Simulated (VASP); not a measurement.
# Hf (P6_3/mmc) in VASP: further runs

Runs on Hf. Level: PBEsol. Tasks: relaxation of shape and atoms at fixed volume, relaxation of cell and atoms.

All numbers are computed with VASP 6.6.1; they aren't measurements. Logs are shortened: lines on timing, memory, paths and dates and some standing lists are left out, and cuts for length are marked.

## Step 1: The cell of the first run

The structure is hexagonal, space group P6_3/mmc (No. 194). The conventional cell has a = 3.118 Å, b = 3.118 Å, c = 4.926 Å, α = 90.00°, β = 90.00°, γ = 120.00°. Hf (site symmetry -6m2) has 12 Hf at 3.05 to 3.12 Å within 4.0 Å.

## Step 2: Relaxation of shape and atoms at fixed volume, PBEsol (volume scaled by 0.960)

File INCAR:

```
PREC     = Accurate       # precision mode
ENCUT    = 600            # plane-wave cutoff, eV
EDIFF    = 1E-7           # SCF threshold, eV
ISMEAR   = 0              # smearing method
SIGMA    = 0.05           # smearing width, eV
LREAL    = False          # projectors in reciprocal space
LASPH    = True           # aspherical terms in the spheres
NELM     = 60             # most SCF steps
ALGO     = Fast           # electronic algorithm
ISIF     = 4              # what is computed and relaxed
LWAVE    = False          # write WAVECAR
LCHARG   = False          # write CHGCAR
GGA      = PS             # functional
IBRION   = 2              # ionic algorithm
NSW      = 60             # ionic steps
EDIFFG   = -0.01          # ionic threshold
```

File KPOINTS:

```
regular mesh
0
Gamma
  16 16 10
```

File POSCAR:

```
Hf
1.0
    3.1180518299      0.0000000000      0.0000000000
   -1.5590259149      2.7003120950      0.0000000000
    0.0000000000      0.0000000000      4.9261975743
Hf
2
Direct
    0.3333333333      0.6666666667      0.2500000000
    0.6666666667      0.3333333333      0.7500000000
```

Potentials or basis: VASP PAW PBE potentials, release 64 (Hf_pv).

Started as:

```bash
$ cat potpaw_PBE.64/Hf_pv/POTCAR > POTCAR
$ mpirun -np 1 vasp_std > vasp.out
```

OUTCAR:

```text
PREC = Accurate
   ENCUT = 600
   EDIFF = 1E-7
   ISMEAR = 0
   LREAL = False
   LASPH = True
   NELM = 60
   ISIF = 4
   GGA = PS
   IBRION = 2
   NSW = 60
   EDIFFG = -0.01

 ion  position               nearest neighbor table
   1  0.333  0.667  0.250-   2 3.05   2 3.05   2 3.05   2 3.05   2 3.05   2 3.05
   2  0.667  0.333  0.750-   1 3.05   1 3.05   1 3.05   1 3.05   1 3.05   1 3.05

  LATTYP: Found a hexagonal cell.
 ALAT       =     3.1180518299
 C/A-ratio  =     1.5798959873

  Lattice vectors:

 A1 = (   3.1180518299,   0.0000000000,   0.0000000000)
 A2 = (  -1.5590259149,   2.7003120950,   0.0000000000)
 A3 = (   0.0000000000,   0.0000000000,   4.9261975743)

Analysis of symmetry for initial positions (statically):
=====================================================================
 Subroutine PRICEL returns:
 Original cell was already a primitive cell.

 Routine SETGRP: Setting up the symmetry group for a
 hexagonal supercell.

 Subroutine GETGRP returns: Found 24 space group operations
 (whereof 12 operations were pure point group operations)
 out of a pool of 24 trial point group operations.

The static configuration has the point symmetry D_3d.
 The point group associated with its full space group is D_6h.

Analysis of symmetry for dynamics (positions and initial velocities):
=====================================================================
 Subroutine PRICEL returns:
 Original cell was already a primitive cell.

 Routine SETGRP: Setting up the symmetry group for a
 hexagonal supercell.

 Subroutine GETGRP returns: Found 24 space group operations
 (whereof 12 operations were pure point group operations)
 out of a pool of 24 trial point group operations.

The dynamic configuration has the point symmetry D_3d.
 The point group associated with its full space group is D_6h.

 Subroutine INISYM returns: Found 24 space group operations
 (whereof 12 operations are pure point group operations),
 and found     1 'primitive' translations

----------------------------------------------------------------------------------------

                                     Primitive cell

  volume of cell :      41.4772

  direct lattice vectors                    reciprocal lattice vectors
     3.118051830  0.000000000  0.000000000     0.320713078  0.185163782  0.000000000
    -1.559025915  2.700312095  0.000000000     0.000000000  0.370327564  0.000000000
     0.000000000  0.000000000  4.926197574     0.000000000  0.000000000  0.202996324

  length of vectors
     3.118051830  3.118051830  4.926197574     0.370327564  0.370327564  0.202996324

  position of ions in fractional coordinates (direct lattice)
     0.333333333  0.666666667  0.250000000
     0.666666667  0.333333333  0.750000000

  ion indices of the primitive-cell ions
   primitive index   ion index
                 1           1
                 2           2

----------------------------------------------------------------------------------------

 KPOINTS: regular mesh

Automatic generation of k-mesh.
 Grid dimensions read from file:
 generate k-points for:   16   16   10

 Generating k-lattice:

  Cartesian coordinates                     Fractional coordinates (reciprocal lattice)
     0.020044567  0.011572736  0.000000000     0.062500000  0.000000000  0.000000000
     0.000000000  0.023145473  0.000000000     0.000000000  0.062500000  0.000000000
     0.000000000  0.000000000  0.020299632     0.000000000  0.000000000  0.100000000

  Length of vectors
     0.023145473  0.023145473  0.020299632

  Shift w.r.t. Gamma in fractional coordinates (k-lattice)
     0.000000000  0.000000000  0.000000000

 Subroutine IBZKPT returns following result:
 ===========================================

 Found    180 irreducible k-points:

 Following reciprocal coordinates:
            Coordinates               Weight
  0.000000  0.000000  0.000000      1.000000
  0.062500  0.000000  0.000000      6.000000
  0.125000  0.000000  0.000000      6.000000
  0.187500  0.000000  0.000000      6.000000
  0.250000  0.000000  0.000000      6.000000
  0.312500  0.000000  0.000000      6.000000
[... 16 lines left out ...]
  0.187500  0.187500  0.000000      6.000000
  0.250000  0.187500  0.000000     12.000000
 [... further k-points ...]
   k-points           NKPTS =    180   k-points in BZ     NKDIM =    180   number of bands    NBANDS=     14
   number of dos      NEDOS =    301   number of ions     NIONS =      2
   total plane-waves  NPLWV =  31360
   dimension x,y,z NGX =    28 NGY =   28 NGZ =   40
   dimension x,y,z NGXF=    56 NGYF=   56 NGZF=   80
   ions per type =               2
   NGX,Y,Z   is equivalent  to a cutoff of  14.93, 14.93, 13.50 a.u.
   NGXF,Y,Z  is equivalent  to a cutoff of  29.86, 29.86, 27.00 a.u.
 SYSTEM =  unknown system
   PREC   = accura    normal or accurate (medium, high low for compatibility)
   ISTART =      0    job   : 0-new  1-cont  2-samecut
   ICHARG =      2    charge: 1-file 2-atom 10-const
   ISPIN  =      1    spin polarized calculation?
   LNONCOLLINEAR =      F non collinear calculations
   LSORBIT =      F    spin-orbit coupling
   LASPH  =      T    aspherical Exc in radial PAW
   ENCUT  =  600.0 eV  44.10 Ry    6.64 a.u.   6.23  6.23  9.84*2*pi/ulx,y,z
   NELM   =     60;   NELMIN=  2; NELMDL= -5     # of ELM steps
   EDIFF  = 0.1E-06   stopping-criterion for ELM
   LREAL  =      F    real-space projection
   EDIFFG = -.1E-01   stopping-criterion for IOM
   NSW    =     60    number of steps for IOM
   IBRION =      2    ionic relax: 0-MD 1-quasi-New 2-CG
   NFREE  =      1    steps in history (QN), initial steepest desc. (CG)
   ISIF   =      4    stress and relaxation
   ISYM   =      2    0-nonsym 1-usesym 2-fastsym
   POTIM  = 0.5000    time-step for ionic-motion
   TEBEG  =    0.0;   TEEND  =   0.0 temperature during run
   PSTRESS=    0.0 pullay stress
   NELECT =      20.0000    total number of electrons
   NUPDOWN=      -1.0000    fix difference up-down
   EMIN   =  10.00;   EMAX   =-10.00  energy-range for DOS
   EFERMI =   0.00;   METHOD = LEGACY
   ISMEAR =     0;   SIGMA  =   0.05  broadening in eV -4-tet -1-fermi 0-gaus
   EFERMI_NEDOS =   21; number of points for ismear=-14 and -15
   IALGO  =     68    algorithm
   IMIX   =      4    mixing-type and parameters
     AMIX     =   0.40;   BMIX     =  1.00
     AMIX_MAG =   1.60;   BMIX_MAG =  1.00
  volume/ion in A,a.u.               =      20.74       139.95
  Fermi-wavevector in a.u.,A,eV,Ry     =   1.283754  2.425943 22.422730  1.648024
  Thomas-Fermi vector in A             =   2.415988
   LORBIT       =      0    0 simple, 1 ext, 2 COOP (PROOUT), +10 PAW based schemes
   GGA     = PS    functional components
   LHFCALC =     F    Hartree Fock is set to
   AEXX    =    0.0000 exact exchange contribution
   IVDW    =     0    specifies the selected vdW correction
   LEPSILON=     F    determine dielectric tensor
   LRPA    =     F    only Hartree local field effects (RPA)
 conjugate gradient relaxation of ions
 non-spin polarized calculation
 RMM-DIIS sequential band-by-band and
 Gauss-broadening in eV      SIGMA  =   0.05
  energy-cutoff  :      600.00
  volume of cell :       41.48
 maximum number of plane-waves:      1412
 NGX is ok and might be reduce to    28
   NGX = 13   NGY = 13   NGZ = 19

--------------------------------------- Ionic step        1  -------------------------------------------

 number of electron      20.0000000 magnetization

 Free energy of the ion-electron system (eV)
  ---------------------------------------------------
  ext. energy  EPLUGINS =         0.00000000
  ---------------------------------------------------
  free energy    TOTEN  =       -20.98552658 eV

  energy without entropy =      -20.98353778  energy(sigma->0) =      -20.98453218

------------------------ aborting loop because EDIFF is reached ----------------------------------------

  FORCE on cell =-STRESS in cart. coord.  units (eV):
  Direction    XX          YY          ZZ          XY          YZ          ZX
  --------------------------------------------------------------------------------------
  -------------------------------------------------------------------------------------
  Total        1.1663500      1.1663500      1.2214015      0.0000000      0.0000000      0.0000000
  in kB       45.0536880     45.0536880     47.1802137      0.0000000      0.0000000      0.0000000
  external PRESSURE =      45.7625299 kB  Pullay stress =       0.0000000 kB

 VOLUME and BASIS-vectors are now :
 -----------------------------------------------------------------------------
  energy-cutoff  :      600.00
  volume of cell :       41.48
      direct lattice vectors                 reciprocal lattice vectors
     3.118051830  0.000000000  0.000000000     0.320713078  0.185163782  0.000000000
    -1.559025915  2.700312095  0.000000000     0.000000000  0.370327564  0.000000000
     0.000000000  0.000000000  4.926197574     0.000000000  0.000000000  0.202996324

 POSITION                                       TOTAL-FORCE (eV/Angst)
 -----------------------------------------------------------------------------------
     -0.00000      1.80021      1.23155         0.000000     -0.000000      0.000000
      1.55903      0.90010      3.69465        -0.000000      0.000000      0.000000
 -----------------------------------------------------------------------------------
    total drift:                               -0.000000      0.000000     -0.000000

  FREE ENERGIE OF THE ION-ELECTRON SYSTEM (eV)
  ---------------------------------------------------
  free  energy   TOTEN  =       -20.9855265753 eV

  energy  without entropy=      -20.9835377821  energy(sigma->0) =      -20.98453218

--------------------------------------- Ionic step        2  -------------------------------------------

 number of electron      20.0000000 magnetization

 Free energy of the ion-electron system (eV)
  ---------------------------------------------------
  ext. energy  EPLUGINS =         0.00000000
  ---------------------------------------------------
  free energy    TOTEN  =       -20.98555388 eV

  energy without entropy =      -20.98355511  energy(sigma->0) =      -20.98455449

 E-fermi :   5.3021     XC(G=0): -11.7426

 val. band max:        5.2995672246   @ k =   0.0625   0.0000   0.5000
 cond. band min:       5.3030884270   @ k =   0.3750   0.2500   0.4000
 fundamental gap:      0.0035212024
 Fermi energy:         5.3020785267

 k-point     1 :       0.0000    0.0000    0.0000
  band No.  band energies     occupation
      1     -25.7038      2.00000
      2     -24.7430      2.00000
      3     -24.7430      2.00000
      4     -24.5816      2.00000
      5     -24.5799      2.00000
      6     -24.5799      2.00000
      7      -2.3487      2.00000
      8       1.3348      2.00000
      9       6.2583      0.00000
     10       6.4738      0.00000
     11       6.4738      0.00000
     12       6.7826      0.00000
     13       7.3826      0.00000
     14       7.3826      0.00000
[... 375 lines left out ...]
 k-point    24 :       0.2500    0.1875    0.0000
  band No.  band energies     occupation
      1     -25.3168      2.00000
      2     -25.2921      2.00000
      3     -25.2167      2.00000
      4     -24.9643      2.00000
      5     -24.8009      2.00000
      6     -24.7892      2.00000
      7       1.3857      2.00000
      8       3.2796      2.00000
      9       3.4769      2.00000
     10       3.9667      2.00000
     11       5.6744      0.00000
     12       6.3131      0.00000
     13       6.6444      0.00000
     14       9.3302      0.00000

 [... further k-points ...]

------------------------ aborting loop because EDIFF is reached ----------------------------------------

  FORCE on cell =-STRESS in cart. coord.  units (eV):
  Direction    XX          YY          ZZ          XY          YZ          ZX
  --------------------------------------------------------------------------------------
  -------------------------------------------------------------------------------------
  Total        1.1793212      1.1793212      1.1859102      0.0000000      0.0000000     -0.0000000
  in kB       45.5547409     45.5547409     45.8092592      0.0000000      0.0000000     -0.0000000
  external PRESSURE =      45.6395803 kB  Pullay stress =       0.0000000 kB

 VOLUME and BASIS-vectors are now :
 -----------------------------------------------------------------------------
  energy-cutoff  :      600.00
  volume of cell :       41.48
      direct lattice vectors                 reciprocal lattice vectors
     3.116672271  0.000000000  0.000000000     0.320855038  0.185245743  0.000000000
    -1.558336135  2.699117362 -0.000000000    -0.000000000  0.370491485 -0.000000000
    -0.000000000  0.000000000  4.930559589    -0.000000000  0.000000000  0.202816736

 POSITION                                       TOTAL-FORCE (eV/Angst)
 -----------------------------------------------------------------------------------
     -0.00000      1.79941      1.23264         0.000000     -0.000000      0.000000
      1.55834      0.89971      3.69792        -0.000000      0.000000      0.000000
 -----------------------------------------------------------------------------------
    total drift:                               -0.000000      0.000000     -0.000000

  FREE ENERGIE OF THE ION-ELECTRON SYSTEM (eV)
  ---------------------------------------------------
  free  energy   TOTEN  =       -20.9855538760 eV

  energy  without entropy=      -20.9835551117  energy(sigma->0) =      -20.98455449

 reached required accuracy - stopping structural energy minimisation
```

It took 3 min on 1 thread of Intel Xeon 6975P-C, shared host; peak memory 0.27 GiB.

What came out:

```yaml
Free_energy: -20.9856 eV
Energy_gained_by_relaxing: 0.0 meV/atom
Ionic_steps: 2
Pressure_after_relaxing: 4.6 GPa
Band_gap_on_the_k_mesh: zero (band 10 reaches 6.47 eV, above the bottom of band 11 at 4.90 eV)
```

Final structure:
```
Hf
1.0
     3.11667    0.00000    0.00000
    -1.55834    2.69912    0.00000
     0.00000    0.00000    4.93056
Hf
2
Cartesian
  0.0000 1.7994 1.2326
  1.5583 0.8997 3.6979
```

Levels at points of the mesh, in eV from the Fermi level:
| k point | band 8 | band 9 | band 10 | band 11 | band 12 | band 13 |
| --- | --- | --- | --- | --- | --- | --- |
| (0.00, 0.00, 0.00) | -3.97 | 0.96 | 1.17 | 1.17 | 1.48 | 2.08 |
| (0.50, 0.00, 0.00) | -3.05 | -2.49 | -0.65 | 0.74 | 0.96 | 1.81 |
| (0.00, 0.00, 0.50) | -5.53 | 0.12 | 0.12 | 1.05 | 1.05 | 1.05 |
| (0.50, 0.00, 0.50) | -3.67 | -1.14 | -1.14 | 1.46 | 1.46 | 2.79 |

Caveat: the PAW data sets were made with another functional, which shifts forces and pressure a little; spin-orbit coupling is left out, which moves the levels of the heavy elements.

(Part 1 of 3 ends here.)
